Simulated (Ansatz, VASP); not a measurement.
Ge: VASP beside Ansatz

```
Ge
1.0
     0.00000    2.81077    2.81077
     2.81077    0.00000    2.81077
     2.81077    2.81077    0.00000
Ge
2
Cartesian
  0.0000 0.0000 0.0000
  1.4054 1.4054 1.4054
```

Alike in both runs: functional LDA; k mesh 12 × 12 × 12; occupations gaussian, width 0.1 eV; no spin polarisation.

Ansatz relaxed the structure, and its values are those at the end. VASP's run is a single point on that final structure, the one shown.

|  | VASP | Ansatz |
| --- | --- | --- |
| version | VASP 6.6.1 | Ansatz 0.2.0 |
| potentials or method | VASP PAW LDA potentials, release 64 (Ge_d), cutoff 500 eV | scalar-relativistic, plane waves, PAW |
| valence electrons in the cell | 28 | 28 |

|  | VASP | Ansatz | Ansatz less VASP |
| --- | --- | --- | --- |
| pressure (GPa) | 0.2 | 0.0 | -0.16 |

Ansatz warns that its potentials were made for another functional, while VASP's fit it. LDA's correlation is that of Perdew and Zunger in VASP and of Perdew and Wang (1992) in Ansatz.
